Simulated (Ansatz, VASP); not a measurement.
## Two plane-wave programs on Pt

POSCAR

```
Pt
1.0
    0.0000000000      1.9600012148      1.9600012148
    1.9600012148      0.0000000000      1.9600012148
    1.9600012148      1.9600012148      0.0000000000
Pt
1
Direct
    0.0000000000      0.0000000000      0.0000000000
```

File INCAR.step1:

```
PREC = Accurate ; ENCUT = 550
ISMEAR = 0 ; SIGMA = 0.05
LREAL = F ; LASPH = T
NELM = 200 ; MAGMOM = 0 0 0
LSORBIT = T ; GGA_COMPAT = F
LMAXMIX = 4 ; NBANDS = 29
GGA = PE ; ALGO = Normal
EDIFF = 1E-5 ; LWAVE = T
LCHARG = F
```

INCAR.step2

```
PREC = Accurate ; ENCUT = 550
EDIFF = 1E-6 ; ISMEAR = 0
SIGMA = 0.05 ; LREAL = F
LASPH = T ; NELM = 200
ALGO = Normal ; ISIF = 2
LWAVE = F ; LCHARG = F
MAGMOM = 0 0 0 ; LORBIT = 11
LSORBIT = T ; GGA_COMPAT = F
LORBMOM = T ; LMAXMIX = 4
METAGGA = R2SCAN ; LMIXTAU = T
NBANDS = 29 ; ISTART = 1
```

KPOINTS

```
regular mesh
0
Gamma
  12 12 12
```

Input for Ansatz:

```yaml
crystal:
  lattice:
    - [0.0, 1.9600012148, 1.9600012148]
    - [1.9600012148, 0.0, 1.9600012148]
    - [1.9600012148, 1.9600012148, 0.0]
  atoms:
    - { symbol: Pt, position: [0.0, 0.0, 0.0] }
basis:
  ecutwfc: 500
  ecutrho_ratio: 4
kpoints:
  mp_grid: { grid: [12, 12, 12] }
  band_path:
    path:
      - [[0.0, 0.0, 0.0], [0.5, 0.0, 0.5], [0.625, 0.25, 0.625]]
      - [[0.375, 0.375, 0.75], [0.0, 0.0, 0.0], [0.5, 0.5, 0.5], [0.5, 0.25, 0.75], [0.5, 0.0, 0.5]]
    npoints: 10
hamiltonian:
  xc: r2scan
scf:
  occupations: { method: gaussian, width: 0.05 }
output:
  forces: true
  stress: true
  eigenvalues: true
  populations: true
  eigenstates:
    nscf_kmesh: { grid: [22, 22, 22] }
    de_dk: true
    e_range: [-2.5, 2.5]
  write_density: true
  write_potential: true
  elf: true
  volumetric_format: npy
magnetization:
  noncollinear: true
  spin_orbit: true
```

Alike in both runs: task single point; functional r2SCAN; k mesh 12 × 12 × 12; occupations gaussian, width 0.05 eV; non-collinear spin, spin-orbit coupling.

|  | VASP | Ansatz |
| --- | --- | --- |
| version | VASP 6.6.1 | Ansatz 0.2.0 |
| potentials or method | VASP PAW PBE potentials, release 64 (Pt_sv_GW), cutoff 550 eV | plane waves, PAW |
| valence electrons in the cell | 18 | 18 |

|  | VASP | Ansatz | Ansatz less VASP |
| --- | --- | --- | --- |
| pressure (GPa) | 3.7 | 4.4 | +0.71 |
| net moment per atom (μB) | 0.00 | 0.00 | 0.000 |

VASP's potentials were made for PBE, not for r2SCAN.
